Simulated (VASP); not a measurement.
Input of a VASP 6.6.1 run:

Contents of INCAR:

```
SYSTEM = FeNi3
PREC = Accurate ; ENCUT = 690
EDIFF = 1E-6 ; ISMEAR = -1
SIGMA = 0.05 ; LREAL = .False.
LASPH = .True. ; NELM = 200
ALGO = Normal ; ISIF = 2
LWAVE = .False. ; LCHARG = .False.
ISPIN = 2 ; MAGMOM = 1 1 1 3
LORBIT = 11 ; LMAXMIX = 4
GGA = PS ; NBANDS = 47
GGA_COMPAT = .False.
```

File KPOINTS:

```
regular mesh
0
Gamma
  8 8 8
  0 0 0
```

Contents of POSCAR:

```
FeNi3
1.0
    3.4887598628      0.0000000000      0.0000000000
    0.0000000000      3.4887598628      0.0000000000
    0.0000000000      0.0000000000      3.4887598628
Ni Fe
3 1
Direct
    0.5000000000      0.5000000000      0.0000000000
    0.5000000000      0.0000000000      0.5000000000
    0.0000000000      0.5000000000      0.5000000000
    0.0000000000      0.0000000000      0.0000000000
```

Potentials or basis: VASP PAW PBE potentials, release 64 (Ni_sv_GW, Fe_sv).

Command:

```bash
$ cat potpaw_PBE.64/Ni_sv_GW/POTCAR potpaw_PBE.64/Fe_sv/POTCAR > POTCAR
$ mpirun -np 1 vasp_std > vasp.out
```

**Question.** Estimate the site moments.

**Answer.** Ni +0.67; Fe +2.76 μB.

**Question.** Estimate the net moment.

**Answer.** 4.73 μB per cell.

**Question.** Predict the pressure.

**Answer.** -1.0 GPa.

Caveat: the PAW data sets were made with another functional, which shifts forces and pressure a little.
